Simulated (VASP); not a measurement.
# TaSi2Ge3 (P6/mmm) in VASP: notebook

The runs below take TaSi2Ge3 through single point, with PBE.

Program: VASP 6.6.1. These are calculated values, not measurements. Logs are shortened: lines on timing, memory, paths and dates and some standing lists are left out, and cuts for length are marked.

### 1 The cell of the first run

It takes space group P6/mmm (No. 191, hexagonal). The conventional cell has a = 3.976 Å, b = 3.976 Å, c = 8.066 Å, α = 90.00°, β = 90.00°, γ = 120.00°. Within 2.2 Å of Ta (site symmetry 6/mmm) lie 2 Ge at 1.64 Å. Si (site symmetry -6m2) has 3 Ge at 2.30 Å and 3 Si at 2.30 Å within 3.0 Å. Ge (site symmetry 6mm) has 1 Ta at 1.64 Å within 2.2 Å. Ge (site symmetry 6/mmm) has 6 Si at 2.30 Å and 2 Ge at 2.40 Å within 3.0 Å.

The cell was built from a structure type or drawn by symmetry, and may not be a known phase.

### 2 Single point, PBE

File INCAR:

```
SYSTEM = TaSi2Ge3
ALGO = Normal
EDIFF = 1E-7
ENCUT = 520
GGA = PE
ISIF = 2
ISMEAR = 0
LASPH = .TRUE.
LCHARG = .FALSE.
LREAL = .FALSE.
LWAVE = .FALSE.
NBANDS = 40
NELM = 80
PREC = Accurate
SIGMA = 0.1
```

File KPOINTS:

```
k-points
0
G
  6 6 2
  0 0 0
```

File POSCAR:

```
TaSi2Ge3
1.0
    3.9756713900      0.0000000000      0.0000000000
   -1.9878356900      3.4430324200      0.0000000000
    0.0000000000      0.0000000000      8.0658570800
Ta Si Ge
1 2 3
Direct
    0.0000000000      0.0000000000      0.5000000000
    0.3333333300      0.6666666700      0.0000000000
    0.6666666700      0.3333333300      0.0000000000
    0.0000000000      0.0000000000      0.7028454100
    0.0000000000      0.0000000000      0.2971545900
    0.0000000000      0.0000000000      0.0000000000
```

Potentials or basis: VASP PAW PBE potentials, release 64 (Ta_pv, Si, Ge_d).

Command:

```sh
$ cat potpaw_PBE.64/Ta_pv/POTCAR potpaw_PBE.64/Si/POTCAR potpaw_PBE.64/Ge_d/POTCAR > POTCAR
$ mpirun -np 1 vasp_std > vasp.out
```

OUTCAR:

```text
SYSTEM = TaSi2Ge3
   EDIFF = 1E-7
   ENCUT = 520
   GGA = PE
   ISIF = 2
   ISMEAR = 0
   LASPH = .TRUE.
   LREAL = .FALSE.
   NELM = 80
   PREC = Accurate

 ion  position               nearest neighbor table
   1  0.000  0.000  0.500-   4 1.64   5 1.64
   2  0.333  0.667  0.000-   6 2.30   3 2.30   3 2.30   6 2.30   6 2.30   3 2.30
   3  0.667  0.333  0.000-   6 2.30   2 2.30   2 2.30   6 2.30   6 2.30   2 2.30
   4  0.000  0.000  0.703-   1 1.64   6 2.40
   5  0.000  0.000  0.297-   1 1.64   6 2.40
   6  0.000  0.000  0.000-   2 2.30   3 2.30   2 2.30   3 2.30   3 2.30   2 2.30   4 2.40   5 2.40

  LATTYP: Found a hexagonal cell.
 ALAT       =     3.9756713900
 C/A-ratio  =     2.0288037639

  Lattice vectors:

 A1 = (   3.9756713900,   0.0000000000,   0.0000000000)
 A2 = (  -1.9878356900,   3.4430324200,   0.0000000000)
 A3 = (   0.0000000000,   0.0000000000,   8.0658570800)

Analysis of symmetry for initial positions (statically):
=====================================================================
 Subroutine PRICEL returns:
 Original cell was already a primitive cell.

 Routine SETGRP: Setting up the symmetry group for a
 hexagonal supercell.

 Subroutine GETGRP returns: Found 24 space group operations
 (whereof 24 operations were pure point group operations)
 out of a pool of 24 trial point group operations.

The static configuration has the point symmetry D_6h.

Analysis of symmetry for dynamics (positions and initial velocities):
=====================================================================
 Subroutine PRICEL returns:
 Original cell was already a primitive cell.

 Routine SETGRP: Setting up the symmetry group for a
 hexagonal supercell.

 Subroutine GETGRP returns: Found 24 space group operations
 (whereof 24 operations were pure point group operations)
 out of a pool of 24 trial point group operations.

The dynamic configuration has the point symmetry D_6h.

 Subroutine INISYM returns: Found 24 space group operations
 (whereof 24 operations are pure point group operations),
 and found     1 'primitive' translations

----------------------------------------------------------------------------------------

                                     Primitive cell

  volume of cell :     110.4084

  direct lattice vectors                    reciprocal lattice vectors
     3.975671390  0.000000000  0.000000000     0.251529843  0.145220822  0.000000000
    -1.987835690  3.443032420  0.000000000     0.000000000  0.290441645  0.000000000
     0.000000000  0.000000000  8.065857080     0.000000000  0.000000000  0.123979385

  length of vectors
     3.975671390  3.975671387  8.065857080     0.290441645  0.290441645  0.123979385

  position of ions in fractional coordinates (direct lattice)
     0.000000000  0.000000000  0.500000000
     0.333333330  0.666666670  0.000000000
     0.666666670  0.333333330  0.000000000
     0.000000000  0.000000000  0.702845410
     0.000000000  0.000000000  0.297154590
     0.000000000  0.000000000  0.000000000

  ion indices of the primitive-cell ions
   primitive index   ion index
                 1           1
                 2           2
                 3           3
                 4           4
                 5           5
                 6           6

----------------------------------------------------------------------------------------

 KPOINTS: k-points

Automatic generation of k-mesh.
 Grid dimensions read from file:
 generate k-points for:    6    6    2

 Generating k-lattice:

  Cartesian coordinates                     Fractional coordinates (reciprocal lattice)
     0.041921640  0.024203470  0.000000000     0.166666667  0.000000000  0.000000000
     0.000000000  0.048406941  0.000000000     0.000000000  0.166666667  0.000000000
     0.000000000  0.000000000  0.061989692     0.000000000  0.000000000  0.500000000

  Length of vectors
     0.048406941  0.048406941  0.061989692

  Shift w.r.t. Gamma in fractional coordinates (k-lattice)
     0.000000000  0.000000000  0.000000000

 Subroutine IBZKPT returns following result:
 ===========================================

 Found     14 irreducible k-points:

 Following reciprocal coordinates:
            Coordinates               Weight
  0.000000  0.000000  0.000000      1.000000
  0.166667  0.000000  0.000000      6.000000
  0.333333  0.000000  0.000000      6.000000
  0.500000  0.000000  0.000000      3.000000
  0.166667  0.166667  0.000000      6.000000
  0.333333  0.166667  0.000000     12.000000
  0.333333  0.333333  0.000000      2.000000
  0.000000  0.000000  0.500000      1.000000
  0.166667  0.000000  0.500000      6.000000
  0.333333  0.000000  0.500000      6.000000
  0.500000  0.000000  0.500000      3.000000
  0.166667  0.166667  0.500000      6.000000
  0.333333  0.166667  0.500000     12.000000
  0.333333  0.333333  0.500000      2.000000
   k-points           NKPTS =     14   k-points in BZ     NKDIM =     14   number of bands    NBANDS=     40
   number of dos      NEDOS =    301   number of ions     NIONS =      6
   total plane-waves  NPLWV =  54000
   dimension x,y,z NGX =    30 NGY =   30 NGZ =   60
   dimension x,y,z NGXF=    60 NGYF=   60 NGZF=  120
   ions per type =               1   2   3
   NGX,Y,Z   is equivalent  to a cutoff of  12.54, 12.54, 12.37 a.u.
   NGXF,Y,Z  is equivalent  to a cutoff of  25.09, 25.09, 24.73 a.u.
 SYSTEM =  TaSi2Ge3
   PREC   = accura    normal or accurate (medium, high low for compatibility)
   ISTART =      0    job   : 0-new  1-cont  2-samecut
   ICHARG =      2    charge: 1-file 2-atom 10-const
   ISPIN  =      1    spin polarized calculation?
   LNONCOLLINEAR =      F non collinear calculations
   LSORBIT =      F    spin-orbit coupling
   LASPH  =      T    aspherical Exc in radial PAW
   ENCUT  =  520.0 eV  38.22 Ry    6.18 a.u.   7.39  7.39 15.00*2*pi/ulx,y,z
   NELM   =     80;   NELMIN=  2; NELMDL= -5     # of ELM steps
   EDIFF  = 0.1E-06   stopping-criterion for ELM
   LREAL  =      F    real-space projection
   EDIFFG = 0.1E-05   stopping-criterion for IOM
   NSW    =      0    number of steps for IOM
   IBRION =     -1    ionic relax: 0-MD 1-quasi-New 2-CG
   NFREE  =      0    steps in history (QN), initial steepest desc. (CG)
   ISIF   =      2    stress and relaxation
   ISYM   =      2    0-nonsym 1-usesym 2-fastsym
   POTIM  = 0.5000    time-step for ionic-motion
   TEBEG  =    0.0;   TEEND  =   0.0 temperature during run
   PSTRESS=    0.0 pullay stress
   NELECT =      61.0000    total number of electrons
   NUPDOWN=      -1.0000    fix difference up-down
   EMIN   =  10.00;   EMAX   =-10.00  energy-range for DOS
   EFERMI =   0.00;   METHOD = LEGACY
   ISMEAR =     0;   SIGMA  =   0.10  broadening in eV -4-tet -1-fermi 0-gaus
   EFERMI_NEDOS =   21; number of points for ismear=-14 and -15
   IALGO  =     38    algorithm
   IMIX   =      4    mixing-type and parameters
     AMIX     =   0.40;   BMIX     =  1.00
     AMIX_MAG =   1.60;   BMIX_MAG =  1.00
  volume/ion in A,a.u.               =      18.40       124.18
  Fermi-wavevector in a.u.,A,eV,Ry     =   1.343334  2.538534 24.552349  1.804547
  Thomas-Fermi vector in A             =   2.471416
   LORBIT       =      0    0 simple, 1 ext, 2 COOP (PROOUT), +10 PAW based schemes
   GGA     = PE    functional components
   LHFCALC =     F    Hartree Fock is set to
   AEXX    =    0.0000 exact exchange contribution
   IVDW    =     0    specifies the selected vdW correction
   LEPSILON=     F    determine dielectric tensor
   LRPA    =     F    only Hartree local field effects (RPA)
 non-spin polarized calculation
 Gauss-broadening in eV      SIGMA  =   0.10
  energy-cutoff  :      520.00
  volume of cell :      110.41
 maximum number of plane-waves:      3004
 NGX is ok and might be reduce to    30
   NGX = 15   NGY = 15   NGZ = 29

 number of electron      61.0000039 magnetization

 Free energy of the ion-electron system (eV)
  ---------------------------------------------------
  ext. energy  EPLUGINS =         0.00000000
  ---------------------------------------------------
  free energy    TOTEN  =        -1.01757113 eV

  energy without entropy =       -0.99514318  energy(sigma->0) =       -1.00635715

 E-fermi :   6.5458     XC(G=0): -10.6530

 val. band max:        6.5167833020   @ k =   0.3333   0.0000   0.0000
 cond. band min:       6.5699125882   @ k =   0.1667   0.0000   0.0000
 fundamental gap:      0.0531292862
 Fermi energy:         6.5457515935

 k-point     1 :       0.0000    0.0000    0.0000
  band No.  band energies     occupation
      1     -32.3728      2.00000
      2     -28.1165      2.00000
      3     -28.1165      2.00000
      4     -19.8990      2.00000
      5     -19.6532      2.00000
      6     -19.6532      2.00000
[... 32 lines left out ...]
     39      11.5328      0.00000
     40      11.5328      0.00000

 k-point     2 :       0.1667    0.0000    0.0000
  band No.  band energies     occupation
      1     -32.3722      2.00000
      2     -28.1244      2.00000
      3     -28.1186      2.00000
      4     -19.8985      2.00000
      5     -19.6540      2.00000
      6     -19.6534      2.00000
[... 32 lines left out ...]
     39      10.4442      0.00000
     40      12.4593      0.00000

 k-point     3 :       0.3333    0.0000    0.0000
  band No.  band energies     occupation
      1     -32.3710      2.00000
      2     -28.1401      2.00000
      3     -28.1227      2.00000
      4     -19.8974      2.00000
      5     -19.6556      2.00000
      6     -19.6538      2.00000
[... 423 lines left out ...]
  band No.  band energies     occupation
      1     -32.3705      2.00000
      2     -28.1440      2.00000
      3     -28.1287      2.00000
      4     -19.8469      2.00000
      5     -19.6462      2.00000
      6     -19.6448      2.00000
[... 32 lines left out ...]
     39      12.1096      0.00000
     40      12.1406      0.00000

 k-point    14 :       0.3333    0.3333    0.5000
  band No.  band energies     occupation
      1     -32.3702      2.00000
      2     -28.1388      2.00000
      3     -28.1388      2.00000
      4     -19.8466      2.00000
      5     -19.6457      2.00000
      6     -19.6457      2.00000
[... 32 lines left out ...]
     39      13.0070      0.00000
     40      13.2655      0.00000

------------------------ aborting loop because EDIFF is reached ----------------------------------------

  FORCE on cell =-STRESS in cart. coord.  units (eV):
  Direction    XX          YY          ZZ          XY          YZ          ZX
  --------------------------------------------------------------------------------------
  -------------------------------------------------------------------------------------
  Total       13.8859102     13.8859102    180.8440120      0.0000000      0.0000000     -0.0000000
  in kB      201.5036046    201.5036045   2624.2946839      0.0000003      0.0000000     -0.0000000
  external PRESSURE =    1009.1006310 kB  Pullay stress =       0.0000000 kB

 VOLUME and BASIS-vectors are now :
 -----------------------------------------------------------------------------
  energy-cutoff  :      520.00
  volume of cell :      110.41
      direct lattice vectors                 reciprocal lattice vectors
     3.975671390  0.000000000  0.000000000     0.251529843  0.145220822  0.000000000
    -1.987835690  3.443032420  0.000000000     0.000000000  0.290441645  0.000000000
     0.000000000  0.000000000  8.065857080     0.000000000  0.000000000  0.123979385

 POSITION                                       TOTAL-FORCE (eV/Angst)
 -----------------------------------------------------------------------------------
      0.00000      0.00000      4.03293        -0.000000     -0.000000     -0.000000
     -0.00000      2.29535      0.00000         0.000000     -0.000000     -0.000000
      1.98784      1.14768      0.00000        -0.000000     -0.000000     -0.000000
      0.00000      0.00000      5.66905         0.000000     -0.000000     49.085374
      0.00000      0.00000      2.39681         0.000000      0.000000    -49.085374
      0.00000      0.00000      0.00000        -0.000000     -0.000000     -0.000000
 -----------------------------------------------------------------------------------
    total drift:                                0.000000     -0.000000      0.000000

  FREE ENERGIE OF THE ION-ELECTRON SYSTEM (eV)
  ---------------------------------------------------
  free  energy   TOTEN  =        -1.0175711251 eV

  energy  without entropy=       -0.9951431781  energy(sigma->0) =       -1.00635715
```

It took 2.3 min on 1 thread of Intel Xeon 8259CL, shared host; peak memory 0.25 GiB.

Results:

* Free energy: -1.0176 eV
* Pressure: 100.9 GPa
* Largest force: 49.085 eV/Å
* Band gap on the k mesh: zero (an odd number of electrons rules out a gap without spin polarisation)

Forces on the atoms (eV/Å):
```
Ta    0.000   0.000   0.000
Si    0.000   0.000   0.000
Si    0.000   0.000   0.000
Ge    0.000   0.000  49.085
Ge    0.000   0.000 -49.085
Ge    0.000   0.000   0.000
```

Stress tensor (GPa, compression positive):
```
 20.15   0.00   0.00
  0.00  20.15   0.00
  0.00   0.00 262.43
```

Caveat: the k points lie up to 0.39 Å⁻¹ apart, too coarse for converged energies and pressures of a metal; atoms lie so close that the PAW spheres overlap strongly, which falsifies energies and pressures; spin-orbit coupling is left out, which moves the levels of the heavy elements; forces of over 1 eV/Å act on the atoms, so gaps and moduli don't describe the material at rest.

### 3 Single point, PBE

This run uses another cell than the first one, of 27.73 Å³/atom.

File INCAR:

```
ALGO = Normal ; EDIFF = 1E-6
ENCUT = 520 ; GGA = PE
ISIF = 2 ; ISMEAR = 0
LASPH = True ; LCHARG = False
LREAL = False ; LWAVE = False
NBANDS = 40 ; NELM = 60
PREC = Accurate ; SIGMA = 0.1
```

File KPOINTS:

```
k-points
0
Gamma
  12 12 4
```

File POSCAR:

```
TaSi2Ge3
1.0
    4.3779449549      0.0000000000      0.0000000000
   -2.1889724774      3.7914115473      0.0000000000
    0.0000000000      0.0000000000     10.0225267872
Ta Si Ge
1 2 3
Direct
    0.0000000000      0.0000000000      0.5000000000
    0.3333333333      0.6666666667      0.0000000000
    0.6666666667      0.3333333333      0.0000000000
    0.0000000000      0.0000000000      0.7425707784
    0.0000000000      0.0000000000      0.2574292216
    0.0000000000      0.0000000000      0.0000000000
```

Potentials or basis: VASP PAW PBE potentials, release 64 (Ta_pv, Si, Ge_d).

Command:

```sh
$ cat potpaw_PBE.64/Ta_pv/POTCAR potpaw_PBE.64/Si/POTCAR potpaw_PBE.64/Ge_d/POTCAR > POTCAR
$ mpirun -np 1 vasp_std > vasp.out
```

Run time: 14 min. Hardware: 1 thread of Intel Xeon 8259CL, shared host; peak memory 0.52 GiB.

It converged, with:

| Property | Result |
| --- | --- |
| Free energy | -26.7757 eV |
| Pressure | 0.0 GPa |
| Band gap on the k mesh | zero (an odd number of electrons rules out a gap without spin polarisation) |

Forces on the atoms (eV/Å):
```
Ta   0.000  0.000  0.000
Si   0.000  0.000  0.000
Si   0.000  0.000  0.000
Ge   0.000  0.000 -0.002
Ge   0.000  0.000  0.002
Ge   0.000  0.000  0.000
```

Levels at points of the mesh, in eV from the Fermi level:
| k point | band 27 | band 28 | band 29 | band 30 | band 31 | band 32 | band 33 | band 34 | band 35 | band 36 |
| --- | --- | --- | --- | --- | --- | --- | --- | --- | --- | --- |
| (0.00, 0.00, 0.00) | -2.94 | -2.11 | -1.87 | -0.74 | -0.19 | -0.19 | 0.53 | 0.53 | 0.84 | 2.17 |
| (0.50, 0.00, 0.00) | -1.07 | -0.98 | -0.56 | -0.55 | -0.41 | 1.07 | 1.34 | 1.41 | 1.61 | 2.33 |
| (0.00, 0.00, 0.50) | -2.94 | -2.11 | -1.69 | -0.05 | -0.05 | 0.32 | 0.53 | 0.53 | 1.01 | 1.55 |
| (0.50, 0.00, 0.50) | -1.64 | -0.51 | -0.38 | 0.23 | 0.67 | 0.92 | 1.34 | 1.41 | 1.60 | 2.04 |

Caveat: spin-orbit coupling is left out, which moves the levels of the heavy elements.
